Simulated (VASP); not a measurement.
Te2Mo:

```
Mo Te
1.0
     1.77341    1.02388    7.10414
    -1.77341    1.02388    7.10414
     0.00000   -2.04776    7.10414
Mo Te
1 2
Direct
  0.99996 0.99996 0.99996
  0.41742 0.41742 0.41742
  0.24928 0.24928 0.24928
```

Base run:

* Program: VASP 6.6.1
* Functional: PBE
* Potentials or basis: VASP PAW PBE potentials, release 64 (Mo_sv, Te)
* Cutoff: 520 eV
* k mesh: 6 × 6 × 6
* Occupations: gaussian, width 0.01 eV
* Spin: no spin polarisation

Its results: band gap on the k mesh 0.89 eV (least direct gap 1.07 eV); pressure 1.9 GPa; largest force 0.219 eV/Å.

Q: The run is repeated on the same cell with these changes: functional from PBE to LDA; potentials or basis from VASP PAW PBE potentials, release 64 (Mo_sv, Te) to VASP PAW LDA potentials, release 64 (Mo_sv, Te). What comes out?

A: Band gap on the k mesh 0.86 eV (least direct gap 1.06 eV); pressure -3.5 GPa; largest force 0.227 eV/Å.

Caveats: spin-orbit coupling is left out, which moves the levels of the heavy elements; the cell stands under tension (at least some runs).

A k mesh can miss the band edges.
